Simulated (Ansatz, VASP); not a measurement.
## Hf in VASP and in Ansatz

```
CELL_PARAMETERS angstrom
3.11840 0.00000 0.00000
-1.55920 2.70061 0.00000
0.00000 0.00000 4.94755
ATOMIC_POSITIONS crystal
Hf 0.33333 0.66667 0.25000
Hf 0.66667 0.33333 0.75000
```

Alike in both runs: task single point; functional LDA; k mesh 12 × 12 × 7; occupations fermi-dirac, width 0.3 eV; no spin polarisation.

|  | VASP | Ansatz |
| --- | --- | --- |
| version | VASP 6.6.1 | Ansatz 0.2.0 |
| potentials or method | VASP PAW LDA potentials, release 64 (Hf_pv), cutoff 520 eV | plane waves (420 eV) with PAW, scalar-relativistic |
| valence electrons in the cell | 20 | 52 |

```csv
,VASP,Ansatz,Ansatz less VASP
pressure (GPa),1.2,1.1,-0.10
"traceless stress, the component that is largest in VASP (GPa)",1.16,1.17,+0.009
```

Ansatz warns that its potentials were made for another functional, while VASP's fit it. LDA's correlation is that of Perdew and Zunger in VASP and of Perdew and Wang (1992) in Ansatz. VASP's potentials hold 20 valence electrons a cell and Ansatz's 52, so a difference there can come from the potentials and not from the codes.

Neither program's run includes spin-orbit coupling.
